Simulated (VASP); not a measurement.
A run of VASP 6.6.1 is set up as follows.

The input POSCAR:

```
HgTe
1.0
   -3.0196544624      3.0196544624      1.5695149768
    3.0196544624     -3.0196544624      1.5695149768
    3.0196544624      3.0196544624     -1.5695149768
Hg Te
1 1
Direct
    0.2500000000      0.7500000000      0.5000000000
    0.0000000000      0.0000000000      0.0000000000
```

The input INCAR.step1:

```
SYSTEM = HgTe
PREC = Accurate ; ENCUT = 520
ISMEAR = 0 ; SIGMA = 0.1
LREAL = .False. ; LASPH = .True.
NELM = 100 ; NBANDS = 16
GGA = PE ; ALGO = Normal
EDIFF = 1E-4 ; LWAVE = .True.
LCHARG = .False.
```

File INCAR.step2:

```
SYSTEM = HgTe
PREC = Accurate ; ENCUT = 520
EDIFF = 1E-6 ; ISMEAR = 0
SIGMA = 0.1 ; LREAL = .False.
LASPH = .True. ; NELM = 100
ALGO = Normal ; ISIF = 2
LWAVE = .False. ; LCHARG = .True.
METAGGA = R2SCAN ; LMIXTAU = .True.
LELF = .True. ; LVHAR = .True.
NBANDS = 16 ; ISTART = 1
```

KPOINTS

```
Automatic mesh
0
Gamma
  16 16 16
  0 0 0
```

Potentials or basis: VASP PAW PBE potentials, release 64 (Hg, Te).

Command:

```sh
$ cat potpaw_PBE.64/Hg/POTCAR potpaw_PBE.64/Te/POTCAR > POTCAR
$ cp INCAR.step1 INCAR
$ mpirun -np 1 vasp_std > vasp.out
$ cp INCAR.step2 INCAR
$ mpirun -np 1 vasp_std > vasp.out
```

(1) Predict the band gap on the k mesh.

(2) Estimate the pressure.

## Answers

(1) zero (band 9 reaches 6.14 eV, above the bottom of band 10 at 2.26 eV).

(2) -0.8 GPa.

Caveat: the cell differs from its parent crystal (strained); the PAW data sets were made with another functional, which shifts forces and pressure a little; spin-orbit coupling is left out, which moves the levels of the heavy elements.
